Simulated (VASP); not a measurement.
# PtSe2 (Sudovikovite) (P-3m1) in VASP: a series of runs, part 2 of 2

VASP 6.6.1. Earlier steps stand in the parts before.

## 3. Single point, r2SCAN, non-collinear spin, zero start, spin-orbit coupling

Contents of POSCAR:

```
PtSe2
1.0
    3.7240000000      0.0000000000      0.0000000000
   -1.8620000000      3.2250786037      0.0000000000
    0.0000000000      0.0000000000      5.0620000000
Pt Se
1 2
Direct
    0.0000000000      0.0000000000      0.0000000000
    0.6666666667      0.3333333333      0.7500000000
    0.3333333333      0.6666666667      0.2500000000
```

Contents of INCAR.step1:

```
  PREC = Accurate
  ENCUT = 520
  ISMEAR = -1
  SIGMA = 0.05
  LREAL = False
  LASPH = True
  NELM = 150
  LNONCOLLINEAR = True
  MAGMOM = 0 0 0 0 0 0 0 0 0
  LSORBIT = True
  GGA_COMPAT = False
  LMAXMIX = 4
  NBANDS = 35
  GGA = PE
  ALGO = Normal
  EDIFF = 1E-4
  LWAVE = True
  LCHARG = False
```

Contents of INCAR.step2:

```
  PREC = Accurate
  ENCUT = 520
  EDIFF = 1E-6
  ISMEAR = -1
  SIGMA = 0.05
  LREAL = False
  LASPH = True
  NELM = 150
  ALGO = Normal
  ISIF = 2
  LWAVE = False
  LCHARG = False
  LNONCOLLINEAR = True
  MAGMOM = 0 0 0 0 0 0 0 0 0
  LORBIT = 11
  LSORBIT = True
  GGA_COMPAT = False
  LORBMOM = True
  LMAXMIX = 4
  METAGGA = R2SCAN
  LMIXTAU = True
  NBANDS = 35
  ISTART = 1
```

Contents of KPOINTS:

```
Automatic mesh
0
Gamma
  6 6 4
```

Potentials or basis: VASP PAW PBE potentials, release 64 (Pt, Se).

On the command line:

```bash
> cat potpaw_PBE.64/Pt/POTCAR potpaw_PBE.64/Se/POTCAR > POTCAR
> cp INCAR.step1 INCAR
> mpirun -np 1 vasp_ncl > vasp.out
> cp INCAR.step2 INCAR
> mpirun -np 1 vasp_ncl > vasp.out
```

It took 3.5 min on 1 thread of Intel Xeon 6975P-C (Granite Rapids), shared host; peak memory 0.38 GiB.

It converged, with:

```yaml
Free_energy: -81.8082 eV
Pressure: 5.2 GPa
Largest_force: 0.395 eV/Å
Net_moment: 0.00 μB per cell
Valence_electrons_inside_the_program's_atomic_spheres: Pt 9.42; Se 3.85
```

Forces on the atoms (eV/Å):
```
Pt   0.000  0.000  0.000
Se   0.000  0.000 -0.395
Se   0.000  0.000  0.395
```

Stress tensor (GPa, compression positive):
```
5.13 0.00 0.00
0.00 5.13 0.00
0.00 0.00 5.28
```

Moments on the atoms (μB; x, y, z):
```
Pt  0.00 0.00 0.00
Se  0.00 0.00 0.00
Se  0.00 0.00 0.00
```

Caveat: the PAW data sets were made with another functional, which shifts forces and pressure a little.

## 4. Single point, PBEsol+D4

This run uses another cell than the first one, of 20.67 Å³/atom, 1.020 times its volume.

Contents of INCAR:

```
SYSTEM = PtSe2
  ALGO = Normal
  EDIFF = 1E-6
  ENCUT = 520
  GGA = PS
  ISIF = 2
  ISMEAR = -1
  IVDW = 13
  LASPH = .True.
  LCHARG = .False.
  LREAL = .False.
  LWAVE = .False.
  NBANDS = 18
  NELM = 100
  PREC = Accurate
  SIGMA = 0.05
```

Contents of KPOINTS:

```
k-points
0
Gamma
  8 8 5
  0 0 0
```

Contents of POSCAR:

```
PtSe2
1.0
    3.7486629704      0.0000000000      0.0000000000
   -1.8743314852      3.2464373626      0.0000000000
    0.0000000000      0.0000000000      5.0955241558
Pt Se
1 2
Direct
    0.0000000000      0.0000000000      0.0000000000
    0.6666666667      0.3333333333      0.7500000000
    0.3333333333      0.6666666667      0.2500000000
```

On the command line:

```bash
> cat potpaw_PBE.64/Pt/POTCAR potpaw_PBE.64/Se/POTCAR > POTCAR
> mpirun -np 1 vasp_std > vasp.out
```

It took 16 s on 1 thread of Intel Xeon 6975P-C (Granite Rapids), shared host; peak memory 0.2 GiB.

Results (log left out):

* Free energy: -16.7392 eV
* Pressure: -2.5 GPa
* Largest force: 0.117 eV/Å
* Band gap on the k mesh: zero (band 11 reaches 6.53 eV, above the bottom of band 12 at 6.21 eV)
* Dispersion energy per atom: -0.281 eV

Forces in eV/Å, atoms in the order of the input:
```
Pt   0.000  0.000  0.000
Se   0.000  0.000 -0.117
Se   0.000  0.000  0.117
```

Stress tensor (GPa, compression positive):
```
-2.30  0.00  0.00
 0.00 -2.30  0.00
 0.00  0.00 -2.84
```

Levels at points of the mesh, in eV from the Fermi level:
```
           k point  band 7  band 8  band 9  band 10  band 11  band 12  band 13  band 14  band 15  band 16
(0.00, 0.00, 0.00)   -3.94   -2.55   -1.06    -1.06     0.39     1.41     1.41     3.52     3.93     7.20
(0.50, 0.00, 0.00)   -3.66   -3.50   -3.44    -3.36    -2.96     0.61     2.27     4.65     5.71     6.95
```

Caveat: the PAW data sets were made with another functional, which shifts forces and pressure a little; spin-orbit coupling is left out, which moves the levels of the heavy elements; pairwise dispersion overbinds metals, which lowers pressure and volume.

## 5. Single point, LDA

This run uses another cell than the first one, of 21.08 Å³/atom, 1.040 times its volume.

Contents of INCAR:

```
SYSTEM = PtSe2
ALGO     = Normal         ! electronic algorithm
EDIFF    = 1E-6           ! SCF threshold, eV
ENCUT    = 520            ! plane-wave cutoff, eV
GGA      = CA             ! functional
ISIF     = 2              ! what is computed and relaxed
ISMEAR   = -1             ! smearing method
LASPH    = .TRUE.         ! aspherical terms in the spheres
LCHARG   = .FALSE.        ! write CHGCAR
LREAL    = .FALSE.        ! projectors in reciprocal space
LWAVE    = .FALSE.        ! write WAVECAR
NBANDS   = 18             ! bands
NELM     = 60             ! most SCF steps
PREC     = Accurate       ! precision mode
SIGMA    = 0.05           ! smearing width, eV
```

Contents of KPOINTS:

```
k-points
0
G
  8 8 5
  0 0 0
```

Contents of POSCAR:

```
PtSe2
1.0
    3.7730056198      0.0000000000      0.0000000000
   -1.8865028099      3.2675187154      0.0000000000
    0.0000000000      0.0000000000      5.1286129021
Pt Se
1 2
Direct
    0.0000000000      0.0000000000      0.0000000000
    0.6666666667      0.3333333333      0.7500000000
    0.3333333333      0.6666666667      0.2500000000
```

Potentials or basis: VASP PAW LDA potentials, release 64 (Pt, Se).

On the command line:

```bash
> cat potpaw_LDA.64/Pt/POTCAR potpaw_LDA.64/Se/POTCAR > POTCAR
> mpirun -np 1 vasp_std > vasp.out
```

Wall time 14 s (1 thread of Intel Xeon 6975P-C (Granite Rapids), shared host); peak memory 0.18 GiB.

Results (log left out):

```yaml
Free_energy: -17.0230 eV
Pressure: -4.9 GPa
Largest_force: 0.214 eV/Å
Band_gap_on_the_k_mesh: zero (band 11 reaches 6.36 eV, above the bottom of band 12 at 6.02 eV)
```

Forces in eV/Å, atoms in the order of the input:
```
Pt   0.000  0.000  0.000
Se   0.000  0.000  0.214
Se   0.000  0.000 -0.214
```

Stress tensor (GPa, compression positive):
```
-5.06  0.00  0.00
 0.00 -5.06  0.00
 0.00  0.00 -4.47
```

Levels at points of the mesh, in eV from the Fermi level:
| k point | band 9 | band 10 | band 11 | band 12 | band 13 | band 14 |
| --- | --- | --- | --- | --- | --- | --- |
| (0.00, 0.00, 0.00) | -1.01 | -1.01 | 0.39 | 1.39 | 1.39 | 3.60 |
| (0.50, 0.00, 0.00) | -3.31 | -3.25 | -2.88 | 0.60 | 2.21 | 4.62 |

Caveat: spin-orbit coupling is left out, which moves the levels of the heavy elements.

## 6. Single point, PBE+D3(BJ)

This run uses another cell than the first one, of 21.08 Å³/atom, 1.040 times its volume.

Contents of INCAR:

```
ALGO = Normal
EDIFF = 1E-7
ENCUT = 520
GGA = PE
ISIF = 2
ISMEAR = -1
IVDW = 12
LASPH = T
LCHARG = F
LREAL = F
LWAVE = F
NBANDS = 18
NELM = 60
PREC = Accurate
SIGMA = 0.05
```

Contents of KPOINTS:

```
k-points
0
Gamma
  8 8 5
```

POSCAR is that of step 5.

Potentials or basis: VASP PAW PBE potentials, release 64 (Pt, Se).

On the command line:

```bash
> cat potpaw_PBE.64/Pt/POTCAR potpaw_PBE.64/Se/POTCAR > POTCAR
> mpirun -np 1 vasp_std > vasp.out
```

Wall time 18 s (1 thread of Intel Xeon 6975P-C (Granite Rapids), shared host); peak memory 0.21 GiB.

The run converged. Its results:

| Property | Result |
| --- | --- |
| Free energy | -15.6330 eV |
| Pressure | -1.5 GPa |
| Largest force | 0.151 eV/Å |
| Band gap on the k mesh | zero (band 11 reaches 6.39 eV, above the bottom of band 12 at 6.11 eV) |
| Dispersion energy per atom | -0.458 eV |

Forces in eV/Å, atoms in the order of the input:
```
Pt   0.000  0.000  0.000
Se   0.000  0.000 -0.151
Se   0.000  0.000  0.151
```

Stress tensor (GPa, compression positive):
```
-1.48  0.00  0.00
 0.00 -1.48  0.00
 0.00  0.00 -1.57
```

Levels at points of the mesh, in eV from the Fermi level:
```csv
k point,band 7,band 8,band 9,band 10,band 11,band 12,band 13,band 14,band 15,band 16
"(0.00, 0.00, 0.00)",-3.84,-2.51,-1.06,-1.06,0.36,1.37,1.37,3.67,3.91,7.26
"(0.50, 0.00, 0.00)",-3.55,-3.41,-3.37,-3.30,-2.91,0.61,2.19,4.63,5.80,7.06
```

Caveat: spin-orbit coupling is left out, which moves the levels of the heavy elements; pairwise dispersion overbinds metals, which lowers pressure and volume.

## 7. Summary

```csv
task,level,potentials or basis,spin,cell,k mesh,cutoff (eV),gap on the mesh (eV),pressure (GPa),largest force (eV/Å)
relaxation of cell and atoms,PBE+D4,"VASP PAW PBE potentials, release 64 (Pt, Se)",off,"relaxed from a = 3.724, b = 3.724, c = 5.062 Å, angles 90.0, 90.0, 120.0°, 3 atoms",8 × 8 × 5,600,none,-0.1,0.01
single point,r2SCAN,"VASP PAW PBE potentials, release 64 (Pt, Se)","non-collinear, zero start, SOC","a = 3.724, b = 3.724, c = 5.062 Å, angles 90.0, 90.0, 120.0°, 3 atoms",6 × 6 × 4,520,-,5.2,0.39
single point,PBEsol+D4,"VASP PAW PBE potentials, release 64 (Pt, Se)",off,"a = 3.749, b = 3.749, c = 5.096 Å, angles 90.0, 90.0, 120.0°, 3 atoms",8 × 8 × 5,520,none,-2.5,0.12
single point,LDA,"VASP PAW LDA potentials, release 64 (Pt, Se)",off,"a = 3.773, b = 3.773, c = 5.129 Å, angles 90.0, 90.0, 120.0°, 3 atoms",8 × 8 × 5,520,none,-4.9,0.21
single point,PBE+D3(BJ),"VASP PAW PBE potentials, release 64 (Pt, Se)",off,"a = 3.773, b = 3.773, c = 5.129 Å, angles 90.0, 90.0, 120.0°, 3 atoms",8 × 8 × 5,520,none,-1.5,0.15
```

Alike in all rows: smearing fermi-dirac 0.05 eV.

Caveats: spin-orbit coupling is left out, which moves the levels of the heavy elements (some runs); pairwise dispersion overbinds metals, which lowers pressure and volume (some runs); the PAW data sets were made with another functional, which shifts forces and pressure a little (some runs).

Total energies depend on the potentials used, so only differences within one code and one set of settings carry meaning.
